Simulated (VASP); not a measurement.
# Al (a cell with a defect) in VASP: further runs, part 2 of 2

VASP 6.6.1.

## 4. Single point, PBE

The input, INCAR:

```
PREC = Accurate
ENCUT = 520
EDIFF = 1E-7
ISMEAR = 0
SIGMA = 0.1
LREAL = Auto
LASPH = T
NELM = 60
ALGO = Normal
ISIF = 2
LWAVE = F
LCHARG = F
GGA = PE
NBANDS = 72
```

The input, KPOINTS:

```
Automatic mesh
0
Gamma
  2 2 2
```

The input, POSCAR:

```
Al
1.0
    8.1048400000      0.0000000000      0.0000000000
    0.0000000000      8.1048400000      0.0000000000
    0.0000000000      0.0000000000      8.1048400000
Al
33
Direct
    0.5002507144      0.0025546464      0.0003654606
    0.7474435029      0.2498434269      0.0003758248
    0.7537101288     -0.0037433188      0.2535968631
   -0.0001550925      0.0149641449     -0.0007838526
    0.2525721668      0.2498557652      0.0003569472
    0.5002410905      0.4974168522      0.0003555900
    0.7350607785      0.7500771144     -0.0007790407
    0.2467639090     -0.0031705746      0.2530222682
    0.5002789691      0.2498298548      0.2474015527
    0.7533815597      0.5034464592      0.2532687875
    0.4995677891      0.0149722882      0.4996898150
    0.7350489337      0.2502360318      0.4997021533
    0.7527415717     -0.0027773528      0.7470454691
   -0.0001589174      0.4849276482     -0.0007989053
    0.2650938205      0.7500779781     -0.0007965611
   -0.0001359681      0.2502372656      0.2350442452
    0.2470810034      0.5028854364      0.2527098623
    0.4995664319      0.7500689711      0.2350480700
    0.0003676815      0.0596563288      0.5005623800
    0.2651018404      0.2502344278      0.4996877175
    0.4995647045      0.4849222193      0.4996800677
    0.6897756156      0.7497802548      0.5005626268
    0.2476936004     -0.0022479161      0.7475836661
    0.5002405970      0.2498556418      0.7525023319
    0.7524417509      0.5025028255      0.7473530631
    0.0003779223      0.7497730985      0.1888059481
    0.0003652139      0.4417744212      0.5005648477
    0.3076553023      0.7497851901      0.5005690427
   -0.0001304159      0.2502241870      0.7650867876
    0.2479750371      0.5019921430      0.7478688043
    0.4995832120      0.7500621851      0.7650843200
    0.0003657074      0.7497858070      0.8066848945
   -0.0016971341      0.7509478287      0.4970407806
```

Potentials or basis: VASP PAW PBE potentials, release 64 (Al).

The run is started by

```sh
> cat potpaw_PBE.64/Al/POTCAR > POTCAR
> mpirun -np 1 vasp_std > vasp.out
```

OUTCAR:

```text
PREC = Accurate
   ENCUT = 520
   EDIFF = 1E-7
   ISMEAR = 0
   LREAL = Auto
   LASPH = T
   NELM = 60
   ISIF = 2
   GGA = PE

 ion  position               nearest neighbor table
   1  0.500  0.003  0.000-  18 2.79   7 2.79  15 2.80  31 2.80   9 2.83   2 2.83   5 2.84  24 2.84
                            23 2.90  13 2.90   8 2.90   3 2.90
   2  0.747  0.250  0.000-  16 2.79   4 2.79  14 2.80  29 2.80   9 2.83   1 2.83   6 2.84  24 2.84
                            25 2.90  13 2.90  10 2.90   3 2.90
   3  0.754  0.996  0.254-  12 2.87  16 2.87  11 2.87  18 2.87   4 2.87   7 2.87  26 2.87  22 2.87
                            19 2.88   1 2.90   2 2.90   9 2.91
   4  1.000  0.015  0.999-  26 2.64  32 2.66  29 2.69  16 2.70   2 2.79   5 2.80  13 2.87  23 2.87
                             3 2.87   8 2.87   7 3.04  15 3.04
   5  0.253  0.250  0.000-  16 2.80   4 2.80  14 2.80  29 2.80   9 2.84   1 2.84   6 2.84  24 2.84
                            30 2.89  23 2.89  17 2.90   8 2.90
   6  0.500  0.497  0.000-  18 2.79   7 2.80  15 2.80  31 2.80   9 2.83   2 2.84   5 2.84  24 2.84
                            30 2.89  25 2.90  17 2.90  10 2.90
   7  0.735  0.750  0.999-  26 2.64  32 2.66  31 2.69  18 2.70   1 2.79   6 2.80  13 2.87  25 2.87
[... 290 lines left out ...]
      1      -3.0885      2.00000
      2      -1.1084      2.00000
      3      -1.1082      2.00000
      4      -0.7719      2.00000
      5      -0.7027      2.00000
      6      -0.7026      2.00000
[... 501 lines left out ...]
     60      11.1391      0.00000
     61      11.1391      0.00000
 [bands above 61 left out]

------------------------ aborting loop because EDIFF is reached ----------------------------------------

  FORCE on cell =-STRESS in cart. coord.  units (eV):
  Direction    XX          YY          ZZ          XY          YZ          ZX
  --------------------------------------------------------------------------------------
  -------------------------------------------------------------------------------------
  Total       14.9746985     14.9713103     14.9854867     -0.0025413      0.0010606     -0.0018122
  in kB       45.0645805     45.0543840     45.0970463     -0.0076477      0.0031918     -0.0054535
  external PRESSURE =      45.0720036 kB  Pullay stress =       0.0000000 kB

 VOLUME and BASIS-vectors are now :
 -----------------------------------------------------------------------------
  energy-cutoff  :      520.00
  volume of cell :      532.39
      direct lattice vectors                 reciprocal lattice vectors
     8.104840000  0.000000000  0.000000000     0.123383065  0.000000000  0.000000000
     0.000000000  8.104840000  0.000000000     0.000000000  0.123383065  0.000000000
     0.000000000  0.000000000  8.104840000     0.000000000  0.000000000  0.123383065

 POSITION                                       TOTAL-FORCE (eV/Angst)
 -----------------------------------------------------------------------------------
      4.05445      0.02071      0.00296        -0.001053      0.013219     -0.002544
      6.05791      2.02494      0.00305        -0.013730      0.000703     -0.002406
      6.10870      8.07450      2.05536        -0.003939      0.002556     -0.005113
      8.10358      0.12128      8.09849         0.001006     -0.014093      0.002012
      2.04706      2.02504      0.00289         0.014984      0.000270     -0.001438
      4.05437      4.03148      0.00288        -0.001069     -0.014263     -0.001849
[... 25 lines left out ...]
      0.00296      6.07689      6.53805         0.002485     -0.001961      0.010207
      8.09108      6.08631      4.02844        -0.003937      0.001708     -0.003944
 -----------------------------------------------------------------------------------
    total drift:                               -0.011703      0.012898     -0.021596

  FREE ENERGIE OF THE ION-ELECTRON SYSTEM (eV)
  ---------------------------------------------------
  free  energy   TOTEN  =      -121.6355898215 eV

  energy  without entropy=     -121.5989260781  energy(sigma->0) =     -121.61725795
```

stdout:

```text
POSCAR found type information on POSCAR Al
 POSCAR found :  1 types and      33 ions
 scaLAPACK will be used
 LDA part: xc-table for (Slater+PW92), standard interpolation
 POSCAR, INCAR and KPOINTS ok, starting setup
 FFT: planning ... GRIDC
 FFT: planning ... GRID_SOFT
 FFT: planning ... GRID
 WAVECAR not read
 entering main loop
```

Wall time 2.7 min (1 thread of Intel Xeon 6975P-C (Granite Rapids), shared host); peak memory 0.55 GiB.

Results:

* Free energy: -121.6356 eV
* Pressure: 4.5 GPa
* Largest force: 0.018 eV/Å
* Band gap on the k mesh: zero (an odd number of electrons rules out a gap without spin polarisation)

Forces on the atoms (eV/Å):
```
Al  -0.001  0.013 -0.003
Al  -0.014  0.001 -0.002
Al  -0.004  0.003 -0.005
Al   0.001 -0.014  0.002
Al   0.015  0.000 -0.001
Al  -0.001 -0.014 -0.002
Al   0.014 -0.002  0.001
Al   0.000  0.003 -0.006
Al  -0.001  0.001 -0.014
Al  -0.003  0.001 -0.006
Al   0.002 -0.015  0.002
Al   0.017 -0.002  0.002
Al  -0.002  0.001 -0.003
Al   0.001  0.012  0.002
Al  -0.012 -0.001  0.002
Al   0.001 -0.002  0.017
Al  -0.002  0.001 -0.003
Al   0.001 -0.001  0.016
Al   0.002  0.003  0.004
Al  -0.014  0.000  0.002
Al   0.002  0.014  0.001
Al  -0.001  0.000  0.004
Al  -0.004  0.000 -0.004
Al  -0.001  0.000  0.016
Al  -0.001  0.003 -0.005
Al   0.001 -0.001 -0.002
Al   0.000 -0.004  0.003
Al   0.008  0.000  0.002
Al   0.000  0.000 -0.013
Al  -0.003  0.002 -0.004
Al   0.000  0.000 -0.012
Al   0.002 -0.002  0.010
Al  -0.004  0.002 -0.004
```

Levels at points of the mesh, in eV from the Fermi level:
```
           k point  band 47  band 48  band 49  band 50  band 51  band 52
(0.00, 0.00, 0.00)    -0.11     0.34     0.60     0.60     0.60     0.88
(0.50, 0.00, 0.00)    -0.28    -0.27    -0.27    -0.16     0.09     0.31
(0.00, 0.50, 0.00)    -0.28    -0.27    -0.26    -0.16     0.09     0.31
(0.00, 0.00, 0.50)    -0.28    -0.27    -0.27    -0.16     0.09     0.31
(0.50, 0.50, 0.00)    -0.40    -0.28     0.61     0.61     0.85     0.98
(0.00, 0.50, 0.50)    -0.40    -0.28     0.61     0.61     0.85     0.98
(0.50, 0.00, 0.50)    -0.40    -0.28     0.61     0.61     0.85     0.98
(0.50, 0.50, 0.50)    -0.61    -0.61    -0.61    -0.47    -0.47    -0.46
```

Caveat: the k points lie up to 0.39 Å⁻¹ apart, too coarse for converged energies and pressures of a metal.
